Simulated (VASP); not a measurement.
Here is a VASP 6.6.1 calculation.

File INCAR:

```
PREC = Accurate
ENCUT = 520
EDIFF = 1E-6
ISMEAR = 0
SIGMA = 0.15
LREAL = F
LASPH = T
NELM = 80
ALGO = Normal
ISIF = 2
LWAVE = F
LCHARG = T
GGA = PS
LELF = T
LVHAR = T
NBANDS = 13
```

Contents of KPOINTS:

```
regular mesh
0
Gamma
  24 24 22
```

The input POSCAR:

```
Ge
1.0
    1.3618665307     -2.4817087226      0.0000000000
    1.3618665307      2.4817087226      0.0000000000
    0.0000000000      0.0000000000      2.7220096156
Ge
1
Direct
    0.5000000000      0.5000000000      0.0000000000
```

Potentials or basis: VASP PAW PBE potentials, release 64 (Ge_d).

Launch:

```console
$ cat potpaw_PBE.64/Ge_d/POTCAR > POTCAR
$ mpirun -np 1 vasp_std > vasp.out
```

(1) Estimate the band gap on the k mesh.

(2) Predict the pressure.

Results:

(1) zero (bands 7 and 8 overlap by 9.61 eV).

(2) 0.4 GPa.

Caveat: the cell differs from its parent crystal (strain -0.015 along x and y, +0.030 along z); the stress differs along the axes, from -5 to 4 GPa; the PAW data sets were made with another functional, which shifts forces and pressure a little.
